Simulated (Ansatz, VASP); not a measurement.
One calculation of SnSe, two programs

Contents of INCAR:

```
  ALGO = Normal
  EDIFF = 1E-6
  ENCUT = 520
  GGA = PE
  ISIF = 2
  ISMEAR = 0
  LASPH = True
  LCHARG = False
  LREAL = False
  LWAVE = False
  NBANDS = 17
  NELM = 80
  PREC = Accurate
  SIGMA = 0.1
```

The input KPOINTS:

```
k-points
0
Gamma
  6 6 6
```

The input POSCAR:

```
SnSe
1.0
    0.0000000000      3.1636418600      3.1636418600
    3.1636418600      0.0000000000      3.1636418600
    3.1636418600      3.1636418600      0.0000000000
Sn Se
1 1
Direct
    0.0000000000      0.0000000000      0.0000000000
    0.7500000000      0.7500000000      0.7500000000
```

Input for Ansatz:

```yaml
crystal:
  lattice:
    - [0.0, 3.16364186, 3.16364186]
    - [3.16364186, 0.0, 3.16364186]
    - [3.16364186, 3.16364186, 0.0]
  atoms:
    - { symbol: Sn, position: [0.0, 0.0, 0.0] }
    - { symbol: Se, position: [0.75, 0.75, 0.75] }
basis:
  ecutwfc: 420
kpoints:
  mp_grid: { grid: [6, 6, 6] }
hamiltonian:
  xc: pbe
scf:
  occupations: { method: gaussian, width: 0.1 }
  lower_state_search: "off"
output:
  forces: true
  stress: true
  eigenvalues: true
```

Change from the starting cell: species swapped into the CdTe type (F-43m, No. 216).

Alike in both runs: task single point; functional PBE; k mesh 6 × 6 × 6; occupations gaussian, width 0.1 eV; no spin polarisation.

```csv
,VASP,Ansatz
version,VASP 6.6.1,Ansatz 0.2.0
potentials or method,"VASP PAW PBE potentials, release 64 (Sn_d, Se), cutoff 520 eV","scalar-relativistic, plane waves, PAW"
valence electrons in the cell,20,30
```

|  | VASP | Ansatz | Ansatz less VASP |
| --- | --- | --- | --- |
| gap on the k mesh at the Fermi level (eV) | none | none | - |
| pressure (GPa) | 8.9 | 8.9 | -0.01 |

A gap of «none» marks a metal or a gap that the smearing closes. VASP's potentials hold 20 valence electrons a cell and Ansatz's 30, so a difference there can come from the potentials and not from the codes.
